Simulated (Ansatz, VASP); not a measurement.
One calculation of CaO, two programs

INCAR

```
SYSTEM = CaO
ALGO = Normal
EDIFF = 1E-8
ENCUT = 520
GGA = PE
ISIF = 2
ISMEAR = -1
LASPH = .TRUE.
LCHARG = .FALSE.
LEFG = .TRUE.
LREAL = .FALSE.
LWAVE = .FALSE.
NBANDS = 15
NELM = 60
PREC = Accurate
SIGMA = 0.02
```

Contents of KPOINTS:

```
k-points
0
G
  11 11 11
  0 0 0
```

Contents of POSCAR:

```
CaO
1.0
    0.0000000000      2.4490000000      2.4490000000
    2.4490000000      0.0000000000      2.4490000000
    2.4490000000      2.4490000000      0.0000000000
Ca O
1 1
Direct
    0.0000000000      0.0000000000      0.0000000000
    0.5000000000      0.5000000000      0.5000000000
```

Input for Ansatz:

```yaml
crystal:
  lattice:
    - [0.0, 2.449, 2.449]
    - [2.449, 0.0, 2.449]
    - [2.449, 2.449, 0.0]
  atoms:
    - { symbol: Ca, position: [0.0, 0.0, 0.0] }
    - { symbol: O, position: [0.5, 0.5, 0.5] }
kpoints:
  mp_grid: { grid: [11, 11, 11] }
  band_path:
    path:
      - [0.0, 0.0, 0.0]
      - [0.5, 0.0, 0.5]
      - [0.625, 0.25, 0.625]
      - [0.375, 0.375, 0.75]
      - [0.0, 0.0, 0.0]
      - [0.5, 0.5, 0.5]
      - [0.5, 0.25, 0.75]
      - [0.5, 0.0, 0.5]
    npoints: 8
scf:
  occupations: { method: fermi_dirac, width: 0.02 }
hamiltonian:
  xc: pbe
  pseudopotentials: { kind: all_electron, datasets: crystal }
output:
  forces: true
  stress: true
  eigenvalues: true
  efg: { contact_densities: true }
```

Alike in both runs: task electric field gradients; functional PBE; k mesh 11 × 11 × 11; occupations fermi-dirac, width 0.02 eV; no spin polarisation.

```csv
,VASP,Ansatz
version,VASP 6.6.1,Ansatz 0.2.0
potentials or method,"VASP PAW PBE potentials, release 64 (Ca_sv, O), cutoff 520 eV","all-electron PAW with datasets made for the crystal, scalar-relativistic"
```

Ansatz gave:

```
gap on the k mesh at the Fermi level (eV) : 3.69
pressure (GPa)                            : -4.0
```

What did VASP give for the same quantities?

gap on the k mesh at the Fermi level (eV): 3.68; pressure (GPa): -3.5.

Ansatz ran all-electron here, and VASP with PAW potentials.
